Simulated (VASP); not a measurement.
# Na (P-1) in VASP: single point with PBE

Aim: the single point of Na with PBE.

All numbers are computed with VASP 6.6.1; they aren't measurements. Logs are shortened: lines on timing, memory, paths and dates and some standing lists are left out, and cuts for length are marked.

### Step 1. The cell of the first run

The typed cell holds 1 atom: a = 3.901 Å, b = 3.900 Å, c = 3.997 Å, α = 119.51°, β = 121.78°, γ = 90.44°.

### Step 2. Single point, PBE (the cell strained at random)

INCAR

```
  PREC = Accurate
  ENCUT = 520
  EDIFF = 1E-7
  ISMEAR = 0
  SIGMA = 0.1
  LREAL = F
  LASPH = T
  NELM = 80
  ALGO = Fast
  ISIF = 2
  LWAVE = F
  LCHARG = T
  GGA = PE
  LELF = T
  LVHAR = T
  NBANDS = 10
```

KPOINTS

```
regular mesh
0
Gamma
  12 12 14
```

POSCAR

```
Na
1.0
   -2.0417790538      1.8729778040      2.7466175381
    1.9411933212     -1.9743019740      2.7471462596
    2.0371716236      1.9696945438     -2.8191656814
Na
1
Direct
    0.0000000000      0.0000000000      0.0000000000
```

Potentials or basis: VASP PAW PBE potentials, release 64 (Na_pv).

Started as:

```console
$ cat potpaw_PBE.64/Na_pv/POTCAR > POTCAR
$ mpirun -np 1 vasp_std > vasp.out
```

OUTCAR:

```text
PREC = Accurate
   ENCUT = 520
   EDIFF = 1E-7
   ISMEAR = 0
   LREAL = F
   LASPH = T
   NELM = 80
   ISIF = 2
   GGA = PE

 ion  position               nearest neighbor table
   1  0.000  0.000  0.000-

  LATTYP: Found a triclinic cell.
 ALAT       =     3.8433598887
 B/A-ratio  =     1.0148342792
 C/A-ratio  =     1.0150978477
 COS(alpha) =     0.0076199371
 COS(beta)  =     0.4673325042
 COS(gamma) =     0.5199839791

  Lattice vectors:

 A1 = (  -0.0046074302,   3.8426723478,  -0.0725481433)
 A2 = (  -1.9411933212,   1.9743019740,  -2.7471462596)
 A3 = (  -2.0417790538,   1.8729778040,   2.7466175381)

Analysis of symmetry for initial positions (statically):
=====================================================================
 Subroutine PRICEL returns:
 Original cell was already a primitive cell.

 Routine SETGRP: Setting up the symmetry group for a
 triclinic supercell.

 Subroutine GETGRP returns: Found  2 space group operations
 (whereof  2 operations were pure point group operations)
 out of a pool of  2 trial point group operations.

The static configuration has the point symmetry S_2 .

Analysis of symmetry for dynamics (positions and initial velocities):
=====================================================================
 Subroutine PRICEL returns:
 Original cell was already a primitive cell.

 Routine SETGRP: Setting up the symmetry group for a
 triclinic supercell.

 Subroutine GETGRP returns: Found  2 space group operations
 (whereof  2 operations were pure point group operations)
 out of a pool of  2 trial point group operations.

The dynamic configuration has the point symmetry S_2 .

 Subroutine INISYM returns: Found  2 space group operations
 (whereof  2 operations are pure point group operations),
 and found     1 'primitive' translations

----------------------------------------------------------------------------------------

                                     Primitive cell

  volume of cell :      41.9645

  direct lattice vectors                    reciprocal lattice vectors
    -2.041779054  1.872977804  2.746617538     0.003689916  0.263769661  0.186956963
     1.941193321 -1.974301974  2.747146260     0.254744844  0.003831387  0.186759378
     2.037171624  1.969694544 -2.819165681     0.251832000  0.260715346  0.009419311

  length of vectors
     3.901386351  3.900373362  3.997181502     0.323327938  0.315893463  0.362602498

  position of ions in fractional coordinates (direct lattice)
[... 83 lines left out ...]
   ISIF   =      2    stress and relaxation
   ISYM   =      2    0-nonsym 1-usesym 2-fastsym
   POTIM  = 0.5000    time-step for ionic-motion
   TEBEG  =    0.0;   TEEND  =   0.0 temperature during run
   PSTRESS=    0.0 pullay stress
   NELECT =       7.0000    total number of electrons
   NUPDOWN=      -1.0000    fix difference up-down
   EMIN   =  10.00;   EMAX   =-10.00  energy-range for DOS
   EFERMI =   0.00;   METHOD = LEGACY
   ISMEAR =     0;   SIGMA  =   0.10  broadening in eV -4-tet -1-fermi 0-gaus
   EFERMI_NEDOS =   21; number of points for ismear=-14 and -15
   IALGO  =     68    algorithm
   IMIX   =      4    mixing-type and parameters
     AMIX     =   0.40;   BMIX     =  1.00
     AMIX_MAG =   1.60;   BMIX_MAG =  1.00
  volume/ion in A,a.u.               =      41.96       283.19
  Fermi-wavevector in a.u.,A,eV,Ry     =   0.901184  1.702991 11.049741  0.812133
  Thomas-Fermi vector in A             =   2.024234
   LORBIT       =      0    0 simple, 1 ext, 2 COOP (PROOUT), +10 PAW based schemes
   GGA     = PE    functional components
   LHFCALC =     F    Hartree Fock is set to
   AEXX    =    0.0000 exact exchange contribution
   IVDW    =     0    specifies the selected vdW correction
   LEPSILON=     F    determine dielectric tensor
   LRPA    =     F    only Hartree local field effects (RPA)
 non-spin polarized calculation
 RMM-DIIS sequential band-by-band and
 Gauss-broadening in eV      SIGMA  =   0.10
  energy-cutoff  :      520.00
  volume of cell :       41.96
 maximum number of plane-waves:      1149
 NGX is ok and might be reduce to    30
   NGX = 15   NGY = 15   NGZ = 15

 number of electron       7.0000002 magnetization

 Free energy of the ion-electron system (eV)
  ---------------------------------------------------
  ext. energy  EPLUGINS =         0.00000000
  ---------------------------------------------------
  free energy    TOTEN  =        -1.29785012 eV

  energy without entropy =       -1.29529891  energy(sigma->0) =       -1.29657452

 E-fermi :  -0.0087     XC(G=0):  -6.1877

 val. band max:       -0.0114347083   @ k =  -0.4167   0.2500   0.2857
 cond. band min:      -0.0079025707   @ k =   0.1667   0.0833   0.5000
 fundamental gap:      0.0035321376
 Fermi energy:        -0.0086765965

 k-point     1 :       0.0000    0.0000    0.0000
  band No.  band energies     occupation
      1     -25.0099      2.00000
      2     -25.0091      2.00000
      3     -25.0084      2.00000
      4      -3.0320      2.00000
      5       9.7839      0.00000
      6      10.3429      0.00000
      7      10.6953      0.00000
      8      10.9281      0.00000
      9      11.3476      0.00000
     10      11.7163      0.00000
[... 287 lines left out ...]
 k-point    24 :       0.3333    0.1667    0.0000
  band No.  band energies     occupation
      1     -25.0314      2.00000
      2     -25.0166      2.00000
      3     -25.0117      2.00000
      4      -0.2353      1.99865
      5       3.0617      0.00000
      6       5.9277      0.00000
      7       8.4493      0.00000
      8       9.2747      0.00000
      9      11.2646      0.00000
     10      12.4503      0.00000

 [... further k-points ...]

------------------------ aborting loop because EDIFF is reached ----------------------------------------

  FORCE on cell =-STRESS in cart. coord.  units (eV):
  Direction    XX          YY          ZZ          XY          YZ          ZX
  --------------------------------------------------------------------------------------
  -------------------------------------------------------------------------------------
  Total       -0.2249149     -0.1741065     -0.2072617     -0.0032373      0.0460179      0.0496935
  in kB       -8.5871117     -6.6472768     -7.9131211     -0.1235979      1.7569331      1.8972685
  external PRESSURE =      -7.7158365 kB  Pullay stress =       0.0000000 kB

 VOLUME and BASIS-vectors are now :
 -----------------------------------------------------------------------------
  energy-cutoff  :      520.00
  volume of cell :       41.96
      direct lattice vectors                 reciprocal lattice vectors
    -2.041779054  1.872977804  2.746617538     0.003689916  0.263769661  0.186956963
     1.941193321 -1.974301974  2.747146260     0.254744844  0.003831387  0.186759378
     2.037171624  1.969694544 -2.819165681     0.251832000  0.260715346  0.009419311

 POSITION                                       TOTAL-FORCE (eV/Angst)
 -----------------------------------------------------------------------------------
      0.00000      0.00000      0.00000         0.000000      0.000000      0.000000
 -----------------------------------------------------------------------------------
    total drift:                               -0.000000     -0.000000      0.000000

  FREE ENERGIE OF THE ION-ELECTRON SYSTEM (eV)
  ---------------------------------------------------
  free  energy   TOTEN  =        -1.2978501214 eV

  energy  without entropy=       -1.2952989091  energy(sigma->0) =       -1.29657452
```

Wall time 7 min (1 thread of Oxide Virtual Turin-like, shared host); peak memory 0.4 GiB.

Results:

- Free energy: -1.2979 eV
- Pressure: -0.8 GPa
- Band gap on the k mesh: zero (an odd number of electrons rules out a gap without spin polarisation)

Caveat: the cell differs from its parent crystal (the cell strained at random).
